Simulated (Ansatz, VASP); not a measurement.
**Ni: VASP beside Ansatz**

```
Ni
1.0
     2.49176    0.00000    0.00000
    -1.24588    2.15792    0.00000
     0.00000    0.00000    8.13807
Ni
4
Direct
  0.00000 0.00000 0.00000
  0.00000 0.00000 0.50000
  0.33333 0.66667 0.25000
  0.66667 0.33333 0.75000
```

Alike in both runs: task relaxation of cell and atoms; functional revPBE; k mesh 14 × 14 × 4; occupations fermi-dirac, width 0.1 eV; no spin polarisation.

|  | VASP | Ansatz |
| --- | --- | --- |
| version | VASP 6.6.1 | Ansatz 0.2.0 |
| potentials or method | VASP PAW PBE potentials, release 64 (Ni), cutoff 600 eV | plane waves (420 eV) with PAW, scalar-relativistic |
| valence electrons in the cell | 40 | 72 |

|  | VASP | Ansatz | Ansatz less VASP |
| --- | --- | --- | --- |
| relaxed volume (Å³/atom) | 11.10 | 11.10 | -0.003 |
| relaxed length of the cell vector where the two differ most in proportion (Å) | 2.501 | 2.501 | -0.0003 |

VASP's potentials were made for PBE, not for revPBE. VASP's potentials hold 40 valence electrons a cell and Ansatz's 72, so a difference there can come from the potentials and not from the codes.

Noted on VASP's run: too few bands were computed for a metal, which touches its energy and stress.
